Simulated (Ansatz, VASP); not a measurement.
## Two plane-wave programs on Ga

```
Ga
1.0
     1.38300   -4.02650    0.00000
     1.38300    4.02650    0.00000
    -0.11745    0.00000    3.32993
Ga
2
Direct
  0.86900 0.13100 0.25000
  0.13100 0.86900 0.75000
```

Alike in both runs: task relaxation of cell and atoms; functional PBE; k mesh 16 × 16 × 12; occupations gaussian, width 0.1 eV; no spin polarisation.

```csv
,VASP,Ansatz
version,VASP 6.6.1,Ansatz 0.2.0
potentials or method,"VASP PAW PBE potentials, release 64 (Ga_d), cutoff 600 eV","scalar-relativistic, plane waves, PAW"
valence electrons in the cell,26,26
```

Ansatz gave:

* gap on the k mesh at the Fermi level, each at its own relaxed structure (eV): none
* relaxed volume (Å³/atom): 19.16
* relaxed cell length with the largest relative difference (Å): 4.267

Question: What did VASP give for the same quantities?

Answer: gap on the k mesh at the Fermi level, each at its own relaxed structure (eV): none; relaxed volume (Å³/atom): 19.19; relaxed cell length with the largest relative difference (Å): 4.272.

A gap of «none» marks a metal or a gap that the smearing closes.
